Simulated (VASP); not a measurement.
Here is a VASP 6.6.1 calculation.

The input INCAR:

```
PREC = Accurate ; ENCUT = 520
EDIFF = 1E-6 ; ISMEAR = 0
SIGMA = 0.1 ; LREAL = False
LASPH = True ; NELM = 80
ALGO = Normal ; ISIF = 2
LWAVE = False ; LCHARG = False
GGA = PS ; NBANDS = 16
```

KPOINTS

```
regular mesh
0
Gamma
  6 6 4
```

POSCAR

```
TiO
1.0
    3.0309987015      0.0000000000      0.0000000000
   -1.5154993507      2.6249218743      0.0000000000
    0.0000000000      0.0000000000      3.2377000000
Ti O
1 1
Direct
    0.6666666667      0.3333333333      0.0000000000
    0.0000000000      0.0000000000      0.5000000000
```

Potentials or basis: VASP PAW PBE potentials, release 64 (Ti_sv, O).

The run is started by

```console
$ cat potpaw_PBE.64/Ti_sv/POTCAR potpaw_PBE.64/O/POTCAR > POTCAR
$ mpirun -np 1 vasp_std > vasp.out
```

Question: Predict the pressure.

Answer: -40.2 GPa.

Stress tensor (GPa, compression positive):
```
-33.68   0.00   0.00
  0.00 -33.68   0.00
  0.00   0.00 -53.35
```

Caveat: the k points lie up to 0.49 Å⁻¹ apart; the PAW data sets were made with another functional, which shifts forces and pressure a little.
